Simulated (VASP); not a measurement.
# KPt (P-6m2) in VASP: notebook

Aim: see how the results for KPt move with the level of theory and the settings. Levels: RPBE, LDA. Tasks: single point.

All numbers are computed with VASP 6.6.1; they aren't measurements. Logs are shortened: lines on timing, memory, paths and dates and some standing lists are left out, and cuts for length are marked.

### Step 1. The cell of the first run

It takes space group P-6m2 (No. 187, hexagonal). The conventional cell has a = 3.001 Å, b = 3.001 Å, c = 5.346 Å, α = 90.00°, β = 90.00°, γ = 120.00°. Pt (site symmetry -6m2) has 6 Pt at 3.00 Å and 6 K at 3.19 Å within 4.0 Å. Within 4.0 Å of K (site symmetry -6m2) lie 6 K at 3.00 Å and 6 Pt at 3.19 Å.

### Step 2. Single point, RPBE

INCAR reads:

```
PREC     = Accurate       # precision mode
ENCUT    = 520            # plane-wave cutoff, eV
EDIFF    = 1E-6           # SCF threshold, eV
ISMEAR   = 0              # smearing method
SIGMA    = 0.02           # smearing width, eV
LREAL    = False          # projectors in reciprocal space
LASPH    = True           # aspherical terms in the spheres
NELM     = 80             # most SCF steps
ALGO     = Fast           # electronic algorithm
ISIF     = 2              # what is computed and relaxed
LWAVE    = False          # write WAVECAR
LCHARG   = False          # write CHGCAR
GGA      = RP             # functional
NBANDS   = 16             # bands
```

KPOINTS reads:

```
regular mesh
0
Gamma
  10 10 5
```

POSCAR reads:

```
KPt
1.0
    3.0008472788      0.0000000000      0.0000000000
   -1.5004236394      2.5988099763      0.0000000000
    0.0000000000      0.0000000000      5.3455780000
Pt K
1 1
Direct
    0.6666666667      0.3333333333      0.0000000000
    0.0000000000      0.0000000000      0.5000000000
```

Potentials or basis: VASP PAW PBE potentials, release 64 (Pt, K_sv).

Started as:

```bash
$ cat potpaw_PBE.64/Pt/POTCAR potpaw_PBE.64/K_sv/POTCAR > POTCAR
$ mpirun -np 1 vasp_std > vasp.out
```

OUTCAR:

```text
PREC = Accurate
   ENCUT = 520
   EDIFF = 1E-6
   ISMEAR = 0
   LREAL = False
   LASPH = True
   NELM = 80
   ISIF = 2
   GGA = RP

 ion  position               nearest neighbor table
   1  0.667  0.333  0.000-   2 3.19   2 3.19   2 3.19   2 3.19   2 3.19   2 3.19
   2  0.000  0.000  0.500-   1 3.19   1 3.19   1 3.19   1 3.19   1 3.19   1 3.19

  LATTYP: Found a hexagonal cell.
 ALAT       =     3.0008472788
 C/A-ratio  =     1.7813562315

  Lattice vectors:

 A1 = (   3.0008472788,   0.0000000000,   0.0000000000)
 A2 = (  -1.5004236394,   2.5988099763,   0.0000000000)
 A3 = (   0.0000000000,   0.0000000000,   5.3455780000)

Analysis of symmetry for initial positions (statically):
=====================================================================
 Subroutine PRICEL returns:
 Original cell was already a primitive cell.

 Routine SETGRP: Setting up the symmetry group for a
 hexagonal supercell.

 Subroutine GETGRP returns: Found 12 space group operations
 (whereof 12 operations were pure point group operations)
 out of a pool of 24 trial point group operations.

The static configuration has the point symmetry D_3h.

Analysis of symmetry for dynamics (positions and initial velocities):
=====================================================================
 Subroutine PRICEL returns:
 Original cell was already a primitive cell.

 Routine SETGRP: Setting up the symmetry group for a
 hexagonal supercell.

 Subroutine GETGRP returns: Found 12 space group operations
 (whereof 12 operations were pure point group operations)
 out of a pool of 24 trial point group operations.

The dynamic configuration has the point symmetry D_3h.

 Subroutine INISYM returns: Found 12 space group operations
 (whereof 12 operations are pure point group operations),
 and found     1 'primitive' translations

----------------------------------------------------------------------------------------

                                     Primitive cell

  volume of cell :      41.6882

  direct lattice vectors                    reciprocal lattice vectors
     3.000847279  0.000000000  0.000000000     0.333239218  0.192395752  0.000000000
    -1.500423639  2.598809976  0.000000000     0.000000000  0.384791504  0.000000000
     0.000000000  0.000000000  5.345578000     0.000000000  0.000000000  0.187070509

  length of vectors
     3.000847279  3.000847279  5.345578000     0.384791504  0.384791504  0.187070509

  position of ions in fractional coordinates (direct lattice)
     0.666666667  0.333333333  0.000000000
     0.000000000  0.000000000  0.500000000

  ion indices of the primitive-cell ions
   primitive index   ion index
                 1           1
                 2           2

----------------------------------------------------------------------------------------

 KPOINTS: regular mesh

Automatic generation of k-mesh.
 Grid dimensions read from file:
 generate k-points for:   10   10    5

 Generating k-lattice:

  Cartesian coordinates                     Fractional coordinates (reciprocal lattice)
     0.033323922  0.019239575  0.000000000     0.100000000  0.000000000  0.000000000
     0.000000000  0.038479150  0.000000000     0.000000000  0.100000000  0.000000000
     0.000000000  0.000000000  0.037414102     0.000000000  0.000000000  0.200000000

  Length of vectors
     0.038479150  0.038479150  0.037414102

  Shift w.r.t. Gamma in fractional coordinates (k-lattice)
     0.000000000  0.000000000  0.000000000

 Subroutine IBZKPT returns following result:
 ===========================================

 Found     42 irreducible k-points:

 Following reciprocal coordinates:
            Coordinates               Weight
  0.000000  0.000000  0.000000      1.000000
  0.100000  0.000000  0.000000      6.000000
  0.200000  0.000000  0.000000      6.000000
  0.300000 -0.000000  0.000000      6.000000
  0.400000  0.000000  0.000000      6.000000
  0.500000  0.000000  0.000000      3.000000
[... 16 lines left out ...]
  0.300000  0.100000  0.200000     24.000000
  0.400000  0.100000  0.200000     24.000000
 [... further k-points ...]
   k-points           NKPTS =     42   k-points in BZ     NKDIM =     42   number of bands    NBANDS=     16
   number of dos      NEDOS =    301   number of ions     NIONS =      2
   total plane-waves  NPLWV =  23040
   dimension x,y,z NGX =    24 NGY =   24 NGZ =   40
   dimension x,y,z NGXF=    48 NGYF=   48 NGZF=   80
   ions per type =               1   1
   NGX,Y,Z   is equivalent  to a cutoff of  13.30, 13.30, 12.44 a.u.
   NGXF,Y,Z  is equivalent  to a cutoff of  26.59, 26.59, 24.88 a.u.
 SYSTEM =  unknown system
   PREC   = accura    normal or accurate (medium, high low for compatibility)
   ISTART =      0    job   : 0-new  1-cont  2-samecut
   ICHARG =      2    charge: 1-file 2-atom 10-const
   ISPIN  =      1    spin polarized calculation?
   LNONCOLLINEAR =      F non collinear calculations
   LSORBIT =      F    spin-orbit coupling
   LASPH  =      T    aspherical Exc in radial PAW
   ENCUT  =  520.0 eV  38.22 Ry    6.18 a.u.   5.58  5.58  9.94*2*pi/ulx,y,z
   NELM   =     80;   NELMIN=  2; NELMDL= -5     # of ELM steps
   EDIFF  = 0.1E-05   stopping-criterion for ELM
   LREAL  =      F    real-space projection
   EDIFFG = 0.1E-04   stopping-criterion for IOM
   NSW    =      0    number of steps for IOM
   IBRION =     -1    ionic relax: 0-MD 1-quasi-New 2-CG
   NFREE  =      0    steps in history (QN), initial steepest desc. (CG)
   ISIF   =      2    stress and relaxation
   ISYM   =      2    0-nonsym 1-usesym 2-fastsym
   POTIM  = 0.5000    time-step for ionic-motion
   TEBEG  =    0.0;   TEEND  =   0.0 temperature during run
   PSTRESS=    0.0 pullay stress
   NELECT =      19.0000    total number of electrons
   NUPDOWN=      -1.0000    fix difference up-down
   EMIN   =  10.00;   EMAX   =-10.00  energy-range for DOS
   EFERMI =   0.00;   METHOD = LEGACY
   ISMEAR =     0;   SIGMA  =   0.02  broadening in eV -4-tet -1-fermi 0-gaus
   EFERMI_NEDOS =   21; number of points for ismear=-14 and -15
   IALGO  =     68    algorithm
   IMIX   =      4    mixing-type and parameters
     AMIX     =   0.40;   BMIX     =  1.00
     AMIX_MAG =   1.60;   BMIX_MAG =  1.00
  volume/ion in A,a.u.               =      20.84       140.66
  Fermi-wavevector in a.u.,A,eV,Ry     =   1.259858  2.380787 21.595748  1.587243
  Thomas-Fermi vector in A             =   2.393397
   LORBIT       =      0    0 simple, 1 ext, 2 COOP (PROOUT), +10 PAW based schemes
   GGA     = RP    functional components
   LHFCALC =     F    Hartree Fock is set to
   AEXX    =    0.0000 exact exchange contribution
   IVDW    =     0    specifies the selected vdW correction
   LEPSILON=     F    determine dielectric tensor
   LRPA    =     F    only Hartree local field effects (RPA)
 non-spin polarized calculation
 RMM-DIIS sequential band-by-band and
 Gauss-broadening in eV      SIGMA  =   0.02
  energy-cutoff  :      520.00
  volume of cell :       41.69
 maximum number of plane-waves:      1147
 NGX is ok and might be reduce to    24
   NGX = 11   NGY = 11   NGZ = 19

 number of electron      19.0000002 magnetization

 Free energy of the ion-electron system (eV)
  ---------------------------------------------------
  ext. energy  EPLUGINS =         0.00000000
  ---------------------------------------------------
  free energy    TOTEN  =        -5.68048618 eV

  energy without entropy =       -5.68002850  energy(sigma->0) =       -5.68025734

 E-fermi :   5.6157     XC(G=0): -10.4365

 val. band max:        5.5967269251   @ k =   0.3000   0.1000   0.2000
 cond. band min:       5.6344585014   @ k =   0.3000   0.1000   0.4000
 fundamental gap:      0.0377315763
 Fermi energy:         5.6157373337

 k-point     1 :       0.0000    0.0000    0.0000
  band No.  band energies     occupation
      1     -26.8375      2.00000
      2     -10.0387      2.00000
      3      -9.1918      2.00000
      4      -9.1918      2.00000
      5      -0.7512      2.00000
      6       2.3453      2.00000
[... 8 lines left out ...]
     15      14.6825      0.00000
     16      14.6932      0.00000

 k-point     2 :       0.1000    0.0000    0.0000
  band No.  band energies     occupation
      1     -26.7951      2.00000
      2      -9.9962      2.00000
      3      -9.4261      2.00000
      4      -9.2386      2.00000
      5      -0.4409      2.00000
      6       2.4749      2.00000
[... 8 lines left out ...]
     15      14.5136      0.00000
     16      14.5909      0.00000

 k-point     3 :       0.2000    0.0000    0.0000
  band No.  band energies     occupation
      1     -26.6820      2.00000
      2     -10.0045      2.00000
      3      -9.8827      2.00000
      4      -9.3587      2.00000
      5       0.3950      2.00000
      6       2.7001      2.00000
[... 8 lines left out ...]
     15      14.3453      0.00000
     16      14.4352      0.00000

 k-point     4 :       0.3000   -0.0000    0.0000
  band No.  band energies     occupation
      1     -26.5370      2.00000
      2     -10.6651      2.00000
      3      -9.7373      2.00000
      4      -9.5023      2.00000
      5       1.2187      2.00000
      6       2.8955      2.00000
[... 8 lines left out ...]
     15      14.0714      0.00000
     16      14.8273      0.00000

 k-point     5 :       0.4000    0.0000    0.0000
  band No.  band energies     occupation
      1     -26.4153      2.00000
      2     -11.1670      2.00000
      3      -9.6152      2.00000
      4      -9.6149      2.00000
      5       1.3237      2.00000
      6       2.5289      2.00000
[... 8 lines left out ...]
     15      14.6411      0.00000
     16      15.3805      0.00000

 k-point     6 :       0.5000    0.0000    0.0000
  band No.  band energies     occupation
      1     -26.3676      2.00000
      2     -11.3525      2.00000
      3      -9.6571      2.00000
      4      -9.5674      2.00000
      5       1.2757      2.00000
      6       2.3781      2.00000
[... 8 lines left out ...]
     15      15.1396      0.00000
     16      15.6216      0.00000
[... 267 lines left out ...]
 k-point    21 :       0.1000    0.1000    0.2000
  band No.  band energies     occupation
      1     -26.7168      2.00000
      2      -9.9408      2.00000
      3      -9.8097      2.00000
      4      -9.3420      2.00000
      5       0.3044      2.00000
      6       2.7676      2.00000
[... 8 lines left out ...]
     15      13.6513      0.00000
     16      14.2275      0.00000

 k-point    22 :       0.2000    0.1000    0.2000
  band No.  band energies     occupation
      1     -26.5875      2.00000
      2     -10.3842      2.00000
      3      -9.8011      2.00000
      4      -9.5195      2.00000
      5       1.2199      2.00000
      6       2.7221      2.00000
[... 8 lines left out ...]
     15      13.6873      0.00000
     16      13.8527      0.00000

 k-point    23 :       0.3000    0.1000    0.2000
  band No.  band energies     occupation
      1     -26.4535      2.00000
      2     -10.9232      2.00000
      3      -9.6924      2.00000
      4      -9.6577      2.00000
      5       1.5997      2.00000
      6       2.6238      2.00000
[... 8 lines left out ...]
     15      13.8262      0.00000
     16      14.2118      0.00000

 k-point    24 :       0.4000    0.1000    0.2000
  band No.  band energies     occupation
      1     -26.3682      2.00000
      2     -11.2436      2.00000
      3      -9.7959      2.00000
      4      -9.5669      2.00000
      5       1.5086      2.00000
      6       2.3933      2.00000
[... 8 lines left out ...]
     15      14.0129      0.00000
     16      14.4600      0.00000

 [... further k-points ...]

------------------------ aborting loop because EDIFF is reached ----------------------------------------

  FORCE on cell =-STRESS in cart. coord.  units (eV):
  Direction    XX          YY          ZZ          XY          YZ          ZX
  --------------------------------------------------------------------------------------
  -------------------------------------------------------------------------------------
  Total        0.8352213      0.8352213      1.0195238      0.0000000      0.0000000      0.0000000
  in kB       32.0995575     32.0995575     39.1827460      0.0000000      0.0000000      0.0000000
  external PRESSURE =      34.4606203 kB  Pullay stress =       0.0000000 kB

 VOLUME and BASIS-vectors are now :
 -----------------------------------------------------------------------------
  energy-cutoff  :      520.00
  volume of cell :       41.69
      direct lattice vectors                 reciprocal lattice vectors
     3.000847279  0.000000000  0.000000000     0.333239218  0.192395752  0.000000000
    -1.500423639  2.598809976  0.000000000     0.000000000  0.384791504  0.000000000
     0.000000000  0.000000000  5.345578000     0.000000000  0.000000000  0.187070509

 POSITION                                       TOTAL-FORCE (eV/Angst)
 -----------------------------------------------------------------------------------
      1.50042      0.86627      0.00000        -0.000000      0.000000      0.000000
      0.00000      0.00000      2.67279         0.000000      0.000000      0.000000
 -----------------------------------------------------------------------------------
    total drift:                               -0.000000      0.000000      0.000000

  FREE ENERGIE OF THE ION-ELECTRON SYSTEM (eV)
  ---------------------------------------------------
  free  energy   TOTEN  =        -5.6804861838 eV

  energy  without entropy=       -5.6800285011  energy(sigma->0) =       -5.68025734
```

It took 20 s on 1 thread of Intel Xeon Platinum 8488C (Sapphire Rapids), shared host; peak memory 0.17 GiB.

Results:

```
Free energy : -5.6805 eV
Pressure    : 3.4 GPa
```

Caveat: the PAW data sets were made with another functional, which shifts forces and pressure a little; spin-orbit coupling is left out, which moves the levels of the heavy elements.

[end of part 1 of 2]
